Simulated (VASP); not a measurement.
# SiW6 in VASP: notebook

Runs on SiW6. Level: PBE+D3(BJ). Tasks: single point.

Everything below comes from runs of VASP 6.6.1. Logs are shortened: lines on timing, memory, paths and dates and some standing lists are left out, and cuts for length are marked.

## (1) The cell of the first run

The cell holds a slab with vacuum, 7 atoms: a = 4.468 Å, b = 4.468 Å, c = 21.626 Å, α = 90.00°, β = 90.00°, γ = 120.00°.

## (2) Single point, PBE+D3(BJ)

Input file INCAR:

```
PREC     = Accurate       # precision mode
ENCUT    = 520            # plane-wave cutoff, eV
EDIFF    = 1E-6           # SCF threshold, eV
ISMEAR   = 0              # smearing method
SIGMA    = 0.1            # smearing width, eV
LREAL    = F              # projectors in reciprocal space
LASPH    = T              # aspherical terms in the spheres
NELM     = 80             # most SCF steps
ALGO     = Normal         # electronic algorithm
ISIF     = 2              # what is computed and relaxed
LWAVE    = F              # write WAVECAR
LCHARG   = T              # write CHGCAR
LDIPOL   = T            
IDIPOL   = 3            
DIPOL    = 0.5 0.5 0.318
GGA      = PE             # functional
IVDW     = 12             # dispersion correction
LELF     = T              # ELF
LVHAR    = T            
LVACPOTAV= T            
NBANDS   = 53             # bands
```

Input file KPOINTS:

```
Automatic mesh
0
Gamma
  6 6 1
```

Input file POSCAR:

```
SiW6
1.0
    4.4682526257      0.0000000000      0.0000000000
   -2.2341263128      3.8696202844      0.0000000000
    0.0000000000      0.0000000000     21.6259061357
W Si
6 1
Direct
    0.6666666667      0.3333333333      0.1849633479
    0.3333333333      0.6666666667      0.2271386095
    0.0000000000      0.0000000000      0.2693138710
    0.6666666667      0.3333333333      0.3085097946
    0.3333333333      0.6666666667      0.3483008428
    0.0000000000      0.0000000000      0.3849968683
    0.8888888889      0.2222222222      0.5005989607
```

Potentials or basis: VASP PAW PBE potentials, release 64 (W_sv, Si).

The run is started by

```sh
> cat potpaw_PBE.64/W_sv/POTCAR potpaw_PBE.64/Si/POTCAR > POTCAR
> mpirun -np 1 vasp_std > vasp.out
```

OUTCAR:

```text
PREC = Accurate
   ENCUT = 520
   EDIFF = 1E-6
   ISMEAR = 0
   LREAL = F
   LASPH = T
   NELM = 80
   ISIF = 2
   GGA = PE
   IVDW = 12
 IVDW          = 12

 ion  position               nearest neighbor table
   1  0.667  0.333  0.185-   4 2.67   2 2.74   2 2.74   2 2.74   3 3.16   3 3.16   3 3.16
   2  0.333  0.667  0.227-   5 2.62   3 2.74   3 2.74   3 2.74   1 2.74   1 2.74   1 2.74   4 3.12
                             4 3.12   4 3.12
   3  0.000  0.000  0.269-   6 2.50   4 2.72   4 2.72   4 2.72   2 2.74   2 2.74   2 2.74   5 3.09
                             5 3.09   5 3.09   1 3.16   1 3.16   1 3.16
   4  0.667  0.333  0.309-   1 2.67   3 2.72   3 2.72   3 2.72   5 2.72   5 2.72   5 2.72   6 3.06
                             6 3.06   6 3.06   2 3.12   2 3.12   2 3.12
   5  0.333  0.667  0.348-   2 2.62   6 2.70   6 2.70   6 2.70   4 2.72   4 2.72   4 2.72   3 3.09
                             3 3.09   3 3.09
   6  0.000  0.000  0.385-   3 2.50   5 2.70   5 2.70   5 2.70   7 2.82   4 3.06   4 3.06   4 3.06

   7  0.889  0.222  0.501-   6 2.82

  LATTYP: Found a hexagonal cell.
 ALAT       =     4.4682526257
 C/A-ratio  =     4.8399022945

  Lattice vectors:

 A1 = (   4.4682526257,   0.0000000000,   0.0000000000)
 A2 = (  -2.2341263128,   3.8696202844,   0.0000000000)
 A3 = (   0.0000000000,   0.0000000000,  21.6259061357)

Analysis of symmetry for initial positions (statically):
=====================================================================
 Subroutine PRICEL returns:
 Original cell was already a primitive cell.

 Routine SETGRP: Setting up the symmetry group for a
 hexagonal supercell.

 Subroutine GETGRP returns: Found  1 space group operations
 (whereof  1 operations were pure point group operations)
 out of a pool of 24 trial point group operations.

The static configuration has the point symmetry C_1 .

Analysis of symmetry for dynamics (positions and initial velocities):
=====================================================================
 Subroutine PRICEL returns:
 Original cell was already a primitive cell.

 Routine SETGRP: Setting up the symmetry group for a
 hexagonal supercell.

 Subroutine GETGRP returns: Found  1 space group operations
 (whereof  1 operations were pure point group operations)
 out of a pool of 24 trial point group operations.

The dynamic configuration has the point symmetry C_1 .

 Subroutine INISYM returns: Found  1 space group operations
 (whereof  1 operations are pure point group operations),
 and found     1 'primitive' translations

----------------------------------------------------------------------------------------

[... 111 lines left out ...]
   EFERMI =   0.00;   METHOD = LEGACY
   ISMEAR =     0;   SIGMA  =   0.10  broadening in eV -4-tet -1-fermi 0-gaus
   EFERMI_NEDOS =   21; number of points for ismear=-14 and -15
   IALGO  =     38    algorithm
   IMIX   =      4    mixing-type and parameters
     AMIX     =   0.40;   BMIX     =  1.00
     AMIX_MAG =   1.60;   BMIX_MAG =  1.00
  volume/ion in A,a.u.               =      53.42       360.48
  Fermi-wavevector in a.u.,A,eV,Ry     =   1.010747  1.910034 13.899828  1.021609
  Thomas-Fermi vector in A             =   2.143754
   LORBIT       =      0    0 simple, 1 ext, 2 COOP (PROOUT), +10 PAW based schemes
   GGA     = PE    functional components
   LHFCALC =     F    Hartree Fock is set to
   AEXX    =    0.0000 exact exchange contribution
   IVDW    =    12    specifies the selected vdW correction
   LEPSILON=     F    determine dielectric tensor
   LRPA    =     F    only Hartree local field effects (RPA)
 non-spin polarized calculation
 Gauss-broadening in eV      SIGMA  =   0.10
  energy-cutoff  :      520.00
  volume of cell :      373.92
 maximum number of plane-waves:     10113
 NGX is ok and might be reduce to    36
   NGX = 17   NGY = 17   NGZ = 81

 dipolmoment           0.000000      0.000000     -0.134840 electrons x Angstroem

 number of electron      88.0000001 magnetization

 dipolmoment           0.000000      0.000000      0.082943 electrons x Angstroem

 Free energy of the ion-electron system (eV)
  ---------------------------------------------------
  ext. energy  EPLUGINS =         0.00000000
  ---------------------------------------------------
  free energy    TOTEN  =       -73.28055974 eV

  energy without entropy =      -73.24571213  energy(sigma->0) =      -73.26313594

 E-fermi :   0.3155     XC(G=0):  -5.3062

 val. band max:        0.2963927750   @ k =   0.1667   0.3333   0.0000
 cond. band min:       0.3159708208   @ k =   0.0000   0.5000   0.0000
 fundamental gap:      0.0195780459
 Fermi energy:         0.3154667567

 k-point     1 :       0.0000    0.0000    0.0000
  band No.  band energies     occupation
      1     -73.7258      2.00000
      2     -73.6124      2.00000
      3     -73.5846      2.00000
      4     -73.4809      2.00000
      5     -73.3789      2.00000
      6     -73.3364      2.00000
[... 1109 lines left out ...]
     52       1.7889      0.00000
     53       2.2041      0.00000

------------------------ aborting loop because EDIFF is reached ----------------------------------------

 Edisp (eV)   -2.85865

 E8    (eV) :    -1.5008

  FORCE on cell =-STRESS in cart. coord.  units (eV):
  Direction    XX          YY          ZZ          XY          YZ          ZX
  --------------------------------------------------------------------------------------
  -------------------------------------------------------------------------------------
  Total      -7.65365    -7.89244    -7.05564    -0.09572    -0.25004     0.69859
  in kB     -32.79435   -33.81751   -30.23198    -0.41015    -1.07136     2.99332
  external pressure =      -32.28 kB  Pullay stress =        0.00 kB

 VOLUME and BASIS-vectors are now :
 -----------------------------------------------------------------------------
  energy-cutoff  :      520.00
  volume of cell :      373.92
      direct lattice vectors                 reciprocal lattice vectors
     4.468252626  0.000000000  0.000000000     0.223801133  0.129211644  0.000000000
    -2.234126313  3.869620284  0.000000000     0.000000000  0.258423289  0.000000000
     0.000000000  0.000000000 21.625906136     0.000000000  0.000000000  0.046240837

 POSITION                                       TOTAL-FORCE (eV/Angst)
 -----------------------------------------------------------------------------------
      2.23413      1.28987      4.00000         0.030815      0.045230      2.052122
     -0.00000      2.57975      4.91208         0.086508     -0.082801     -0.630637
      0.00000      0.00000      5.82416        -0.260101      0.168475     -2.158778
      2.23413      1.28987      6.67180        -0.024484     -0.091636     -0.108198
     -0.00000      2.57975      7.53232         0.133806     -0.191487      0.916425
      0.00000      0.00000      8.32591        -0.183417      0.239919      1.965449
      3.47531      0.85992     10.82591         0.216872     -0.087700     -2.036382
 -----------------------------------------------------------------------------------
    total drift:                               -0.000001     -0.000055     -0.001142

  FREE ENERGIE OF THE ION-ELECTRON SYSTEM (eV)
  ---------------------------------------------------
  free  energy   TOTEN  =       -76.1392053641 eV

  energy  without entropy=      -76.1043577572  energy(sigma->0) =      -76.12178156

 vacuum level on the upper side and lower side of the slab         5.038         4.169
```

stdout:

```text
POSCAR found type information on POSCAR W Si
 POSCAR found :  2 types and       7 ions
 scaLAPACK will be used
 LDA part: xc-table for (Slater+PW92), standard interpolation
 POSCAR, INCAR and KPOINTS ok, starting setup
 FFT: planning ... GRIDC
 FFT: planning ... GRID_SOFT
 FFT: planning ... GRID
 WAVECAR not read
 entering main loop
 -----------------------------------------------------------------------------
|                                                                             |
|           W    W    AA    RRRRR   N    N  II  N    N   GGGG   !!!           |
|           W    W   A  A   R    R  NN   N  II  NN   N  G    G  !!!           |
|           W    W  A    A  R    R  N N  N  II  N N  N  G       !!!           |
|           W WW W  AAAAAA  RRRRR   N  N N  II  N  N N  G  GGG   !            |
|           WW  WW  A    A  R   R   N   NN  II  N   NN  G    G                |
|           W    W  A    A  R    R  N    N  II  N    N   GGGG   !!!           |
|                                                                             |
|     Did not find any points to average over, which means that no vacuum     |
|     field-free region was found. Please increase the size of  your cell     |
|     in the dimension of the dipole correction to obtain accurate            |
|     workfunction values.                                                    |
|                                                                             |
 -----------------------------------------------------------------------------
```

Wall time 7.5 min (1 thread of AMD EPYC 9R45 (Zen 5), shared host); peak memory 0.64 GiB.

What came out:

- Free energy: -76.1392 eV
- Largest force: 2.181 eV/Å
- Band gap on the k mesh: zero (bands 44 and 45 overlap by 0.18 eV)
- Dispersion energy per atom: -0.408 eV

Forces on the atoms (eV/Å):
```
W    0.031  0.045  2.052
W    0.087 -0.083 -0.631
W   -0.260  0.168 -2.159
W   -0.024 -0.092 -0.108
W    0.134 -0.191  0.916
W   -0.183  0.240  1.965
Si   0.217 -0.088 -2.036
```

Levels at points of the mesh, in eV from the Fermi level:
```csv
k point,band 42,band 43,band 44,band 45,band 46,band 47
"(0.00, 0.00, 0.00)",-1.09,-1.01,-0.44,0.74,1.14,1.57
"(0.50, 0.00, 0.00)",-0.74,-0.20,0.03,0.26,0.34,0.71
"(0.00, 0.50, 0.00)",-0.76,-0.22,0.00,0.20,0.28,0.76
"(0.50, 0.50, 0.00)",-0.80,-0.28,0.04,0.17,0.22,0.75
```

Caveat: spin-orbit coupling is left out, which moves the levels of the heavy elements.

## (3) Single point, PBE+D3(BJ)

Input file INCAR:

```
PREC = Accurate ; ENCUT = 520
EDIFF = 1E-7 ; ISMEAR = 0
SIGMA = 0.1 ; LREAL = False
LASPH = True ; NELM = 100
ALGO = Normal ; ISIF = 2
LWAVE = False ; LCHARG = False
LDIPOL = True ; IDIPOL = 3
DIPOL = 0.5 0.5 0.318 ; GGA = PE
IVDW = 12 ; NBANDS = 53
```

Input file KPOINTS:

```
regular mesh
0
Gamma
  6 6 1
```

POSCAR: that of step 2 with these lines changed.

```diff
@@ -14,2 +14,2 @@
     0.0000000000      0.0000000000      0.3849968683
-    0.8888888889      0.2222222222      0.5005989607
+    0.1111111111      0.4444444444      0.5005989607
```

Potentials or basis: VASP PAW PBE potentials, release 64 (W_sv, Si).

The run is started by

```sh
> cat potpaw_PBE.64/W_sv/POTCAR potpaw_PBE.64/Si/POTCAR > POTCAR
> mpirun -np 1 vasp_std > vasp.out
```

OUTCAR:

```text
PREC = Accurate
   ENCUT = 520
   EDIFF = 1E-7
   ISMEAR = 0
   LREAL = False
   LASPH = True
   NELM = 100
   ISIF = 2
   GGA = PE
   IVDW = 12
 IVDW          = 12

 ion  position               nearest neighbor table
   1  0.667  0.333  0.185-   4 2.67   2 2.74   2 2.74   2 2.74   3 3.16   3 3.16   3 3.16
   2  0.333  0.667  0.227-   5 2.62   3 2.74   3 2.74   3 2.74   1 2.74   1 2.74   1 2.74   4 3.12
                             4 3.12   4 3.12
   3  0.000  0.000  0.269-   6 2.50   4 2.72   4 2.72   4 2.72   2 2.74   2 2.74   2 2.74   5 3.09
                             5 3.09   5 3.09   1 3.16   1 3.16   1 3.16
   4  0.667  0.333  0.309-   1 2.67   3 2.72   3 2.72   3 2.72   5 2.72   5 2.72   5 2.72   6 3.06
                             6 3.06   6 3.06   2 3.12   2 3.12   2 3.12
   5  0.333  0.667  0.348-   2 2.62   6 2.70   6 2.70   6 2.70   4 2.72   4 2.72   4 2.72   3 3.09
                             3 3.09   3 3.09
   6  0.000  0.000  0.385-   3 2.50   5 2.70   5 2.70   5 2.70   4 3.06   4 3.06   4 3.06   7 3.07

   7  0.111  0.444  0.501-   6 3.07

  LATTYP: Found a hexagonal cell.
 ALAT       =     4.4682526257
 C/A-ratio  =     4.8399022945

  Lattice vectors:

 A1 = (   4.4682526257,   0.0000000000,   0.0000000000)
 A2 = (  -2.2341263128,   3.8696202844,   0.0000000000)
 A3 = (   0.0000000000,   0.0000000000,  21.6259061357)

Analysis of symmetry for initial positions (statically):
=====================================================================
 Subroutine PRICEL returns:
 Original cell was already a primitive cell.

 Routine SETGRP: Setting up the symmetry group for a
 hexagonal supercell.

 Subroutine GETGRP returns: Found  1 space group operations
 (whereof  1 operations were pure point group operations)
 out of a pool of 24 trial point group operations.

The static configuration has the point symmetry C_1 .

Analysis of symmetry for dynamics (positions and initial velocities):
=====================================================================
 Subroutine PRICEL returns:
 Original cell was already a primitive cell.

 Routine SETGRP: Setting up the symmetry group for a
 hexagonal supercell.

[... 145 lines left out ...]
 NGX is ok and might be reduce to    36
   NGX = 17   NGY = 17   NGZ = 81

 dipolmoment           0.000000      0.000000     -0.345007 electrons x Angstroem

 number of electron      88.0000001 magnetization

 dipolmoment           0.000000      0.000000      0.076361 electrons x Angstroem

 Free energy of the ion-electron system (eV)
  ---------------------------------------------------
  ext. energy  EPLUGINS =         0.00000000
  ---------------------------------------------------
  free energy    TOTEN  =       -73.28366684 eV

  energy without entropy =      -73.24485574  energy(sigma->0) =      -73.26426129

 E-fermi :   0.2803     XC(G=0):  -5.3033

 val. band max:        0.2599209729   @ k =  -0.1667   0.3333   0.0000
 cond. band min:       0.2892556354   @ k =   0.3333   0.1667   0.0000
 fundamental gap:      0.0293346624
 Fermi energy:         0.2802649676

 k-point     1 :       0.0000    0.0000    0.0000
  band No.  band energies     occupation
      1     -73.7296      2.00000
      2     -73.6098      2.00000
      3     -73.5987      2.00000
      4     -73.5153      2.00000
      5     -73.4236      2.00000
      6     -73.3552      2.00000
[... 1109 lines left out ...]
     52       1.8773      0.00000
     53       2.2398      0.00000

------------------------ aborting loop because EDIFF is reached ----------------------------------------

 vacuum level on the upper side and lower side of the slab       (xc-potential included)         0.250        -0.528

 Edisp (eV)   -2.86312

 E8    (eV) :    -1.5021

  FORCE on cell =-STRESS in cart. coord.  units (eV):
  Direction    XX          YY          ZZ          XY          YZ          ZX
  --------------------------------------------------------------------------------------
  -------------------------------------------------------------------------------------
  Total      -7.89913    -8.54119    -7.89368     0.03753     0.05816     0.42046
  in kB     -33.84615   -36.59727   -33.82281     0.16081     0.24922     1.80159
  external pressure =      -34.76 kB  Pullay stress =        0.00 kB

 VOLUME and BASIS-vectors are now :
 -----------------------------------------------------------------------------
  energy-cutoff  :      520.00
  volume of cell :      373.92
      direct lattice vectors                 reciprocal lattice vectors
     4.468252626  0.000000000  0.000000000     0.223801133  0.129211644  0.000000000
    -2.234126313  3.869620284  0.000000000     0.000000000  0.258423289  0.000000000
     0.000000000  0.000000000 21.625906136     0.000000000  0.000000000  0.046240837

 POSITION                                       TOTAL-FORCE (eV/Angst)
 -----------------------------------------------------------------------------------
      2.23413      1.28987      4.00000         0.065800      0.083682      2.108480
     -0.00000      2.57975      4.91208        -0.013985     -0.068082     -0.825774
      0.00000      0.00000      5.82416        -0.046584      0.074522     -1.739976
      2.23413      1.28987      6.67180        -0.102571     -0.278551     -0.309578
     -0.00000      2.57975      7.53232        -0.049109     -0.295468      1.196044
      0.00000      0.00000      8.32591         0.013527      0.612280      1.735904
     -0.49647      1.71983     10.82591         0.132923     -0.128383     -2.165101
 -----------------------------------------------------------------------------------
    total drift:                                0.000044      0.000042     -0.000523

  FREE ENERGIE OF THE ION-ELECTRON SYSTEM (eV)
  ---------------------------------------------------
  free  energy   TOTEN  =       -76.1467883873 eV

  energy  without entropy=      -76.1079772923  energy(sigma->0) =      -76.12738284

 vacuum level on the upper side and lower side of the slab         4.878         4.083
```

OSZICAR:

```text
N       E                     dE             d eps       ncg     rms          rms(c)
DAV:   1     0.988447703549E+03    0.98845E+03   -0.53341E+04  2680   0.150E+03
DAV:   2    -0.309479230515E+02   -0.10194E+04   -0.10033E+04  2420   0.454E+02
DAV:   3    -0.765573685581E+02   -0.45609E+02   -0.44290E+02  2586   0.939E+01
[... 24 lines left out ...]
DAV:  28    -0.732836650845E+02   -0.71737E-05   -0.10280E-06  1819   0.247E-03    0.105E-03
DAV:  29    -0.732836662905E+02   -0.12060E-05   -0.11585E-07  1640   0.187E-03    0.480E-04
DAV:  30    -0.732836665673E+02   -0.27680E-06   -0.20502E-08  1416   0.741E-04    0.169E-04
DAV:  31    -0.732836667538E+02   -0.18646E-06   -0.96325E-09  1472   0.447E-04    0.218E-04
DAV:  32    -0.732836668378E+02   -0.84068E-07   -0.41648E-09  1351   0.366E-04
   1 F= -.76146788E+02 E0= -.76127383E+02  d E =-.388111E-01
```

stdout:

```text
POSCAR found type information on POSCAR W Si
 POSCAR found :  2 types and       7 ions
 scaLAPACK will be used
 LDA part: xc-table for (Slater+PW92), standard interpolation
 POSCAR, INCAR and KPOINTS ok, starting setup
 FFT: planning ... GRIDC
 FFT: planning ... GRID_SOFT
 FFT: planning ... GRID
 WAVECAR not read
 entering main loop
```

Run time: 9.4 min. Hardware: 1 thread of AMD EPYC 9R45 (Zen 5), shared host; peak memory 0.64 GiB.

Results:

```
Free energy                : -76.1468 eV
Largest force              : 2.173 eV/Å
Band gap on the k mesh     : zero (bands 44 and 45 overlap by 0.32 eV)
Dispersion energy per atom : -0.409 eV
```

Forces on the atoms (eV/Å):
```
W    0.066  0.084  2.108
W   -0.014 -0.068 -0.826
W   -0.047  0.075 -1.740
W   -0.103 -0.279 -0.310
W   -0.049 -0.295  1.196
W    0.014  0.612  1.736
Si   0.133 -0.128 -2.165
```

Levels at points of the mesh, in eV from the Fermi level:
```csv
k point,band 40,band 41,band 42,band 43,band 44,band 45,band 46,band 47,band 48,band 49
"(0.00, 0.00, 0.00)",-1.23,-1.10,-1.07,-0.86,-0.43,0.73,1.29,1.47,1.63,1.64
"(0.50, 0.00, 0.00)",-1.35,-0.95,-0.62,-0.22,0.04,0.27,0.42,0.67,1.05,1.37
"(0.00, 0.50, 0.00)",-1.34,-1.19,-0.76,-0.34,0.03,0.15,0.26,0.75,1.39,1.41
"(0.50, 0.50, 0.00)",-1.35,-1.01,-0.71,-0.34,0.09,0.21,0.30,0.81,1.07,1.37
```

Caveat: spin-orbit coupling is left out, which moves the levels of the heavy elements.

(Continued in part 2 of 2.)

The gap in the log of VASP goes by the Fermi energy; the results here count the filled bands.